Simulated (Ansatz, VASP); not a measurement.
## PtS2: VASP beside Ansatz

INCAR

```
ALGO = Normal
EDIFF = 1E-7
ENCUT = 520
GGA = PE
ISIF = 2
ISMEAR = 0
ISPIN = 2
LASPH = T
LCHARG = T
LELF = T
LMAXMIX = 4
LORBIT = 11
LREAL = F
LVHAR = T
LWAVE = F
MAGMOM = 1 1 0 0 0 0
NBANDS = 35
NELM = 150
PREC = Accurate
SIGMA = 0.1
```

Contents of KPOINTS:

```
k-points
0
Gamma
  4 4 2
```

POSCAR

```
PtS2
1.0
    3.7441605461      0.0000000000      0.0000000000
    0.0000000000      3.7441605461      0.0000000000
    0.0000000000      0.0000000000      9.6807584466
Pt S
2 4
Direct
    0.5000000000      0.0000000000      0.0000000000
    0.0000000000      0.5000000000      0.5000000000
    0.5000000000      0.5000000000      0.8543408399
    0.5000000000      0.5000000000      0.6456591601
    0.5000000000      0.5000000000      0.1456591601
    0.5000000000      0.5000000000      0.3543408399
```

Input for Ansatz:

```yaml
crystal:
  lattice:
    - [3.7441605461, 0.0, 0.0]
    - [0.0, 3.7441605461, 0.0]
    - [0.0, 0.0, 9.6807584466]
  atoms:
    - { symbol: Pt, position: [0.5, 0.0, 0.0], spin: 1.0 }
    - { symbol: Pt, position: [0.0, 0.5, 0.5], spin: 1.0 }
    - { symbol: S, position: [0.5, 0.5, 0.8543408399] }
    - { symbol: S, position: [0.5, 0.5, 0.6456591601] }
    - { symbol: S, position: [0.5, 0.5, 0.1456591601] }
    - { symbol: S, position: [0.5, 0.5, 0.3543408399] }
basis:
  ecutwfc: 420
kpoints:
  mp_grid: { grid: [4, 4, 2] }
hamiltonian:
  xc: pbe
scf:
  occupations: { method: gaussian, width: 0.1 }
  lower_state_search: "off"
output:
  forces: true
  stress: true
  eigenvalues: true
  populations: true
magnetization:
  spin_polarized: true
```

Alike in both runs: task single point; functional PBE; k mesh 4 × 4 × 2; occupations gaussian, width 0.1 eV; collinear spin.

|  | VASP | Ansatz |
| --- | --- | --- |
| version | VASP 6.6.1 | Ansatz 0.2.0 |
| potentials or method | VASP PAW PBE potentials, release 64 (Pt, S), cutoff 520 eV | scalar-relativistic, plane waves, PAW |
| valence electrons in the cell | 44 | 60 |

VASP gave:

| Quantity | Value |
| --- | --- |
| gap on the k mesh at the Fermi level (eV) | none |
| pressure (GPa) | -0.2 |
| traceless stress, the component that is largest in VASP (GPa) | -0.24 |
| rms of the force components (eV/Å) | 0.039 |
| net moment per atom (μB) | 0.00 |

Q: Which values does Ansatz return?

A: gap on the k mesh at the Fermi level (eV): none; pressure (GPa): 0.0; traceless stress, the component that is largest in VASP (GPa): 0.12; rms of the force components (eV/Å): 0.014; net moment per atom (μB): 0.00.

Atom by atom the forces differ by 0.052 eV/Å (rms over components). A gap of «none» marks a metal or a gap that the smearing closes. VASP's potentials hold 44 valence electrons a cell and Ansatz's 60, so a difference there can come from the potentials and not from the codes. Ansatz's warnings: seeded moment not kept.

The k mesh is coarse, so the values compare programs but aren't converged. Spin-orbit coupling is off throughout.
